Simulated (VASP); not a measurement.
The system is Ir.

```
CELL_PARAMETERS angstrom
1.35626 0.78304 4.75937
-1.35626 0.78304 4.75937
0.00000 -1.56608 4.75937
ATOMIC_POSITIONS crystal
Ir 0.08928 0.08928 0.08928
Ir 0.91072 0.91072 0.91072
```

| Quantity | Value |
| --- | --- |
| Program | VASP 6.6.1 |
| Task | relaxation of cell and atoms |
| Functional | PBE |
| Potentials or basis | VASP PAW PBE potentials, release 64 (Ir) |
| Cutoff | 600 eV |
| k mesh | 9 × 9 × 9 |
| Occupations | gaussian, width 0.1 eV |
| Spin | no spin polarisation |

At the start: pressure -0.1 GPa; volume 15.16 Å³/atom.

Question: Where does the relaxation end?

Answer: Over 5 steps the energy falls by 2.3 meV/atom and the volume is 15.14 Å³/atom (-0.2 %); space group R-3m (No. 166, to 0.1 Å) before and after.

The path:
```
step  energy change (eV)  largest force (eV/Å)  pressure (GPa)  volume (Å³)
   1              0.0000                0.2723           -0.10        30.33
   2             -0.0033                0.0196           -0.02        30.28
   3             -0.0041                0.0937           -0.09        30.30
   4             -0.0042                0.0850            0.24        30.25
   5             -0.0047                0.0013            0.09        30.27
```

Final structure:
```
Ir
1.0
     1.35243    0.78082    4.77808
    -1.35243    0.78082    4.77808
     0.00000   -1.56165    4.77808
Ir
2
Direct
  0.08840 0.08840 0.08840
  0.91160 0.91160 0.91160
```
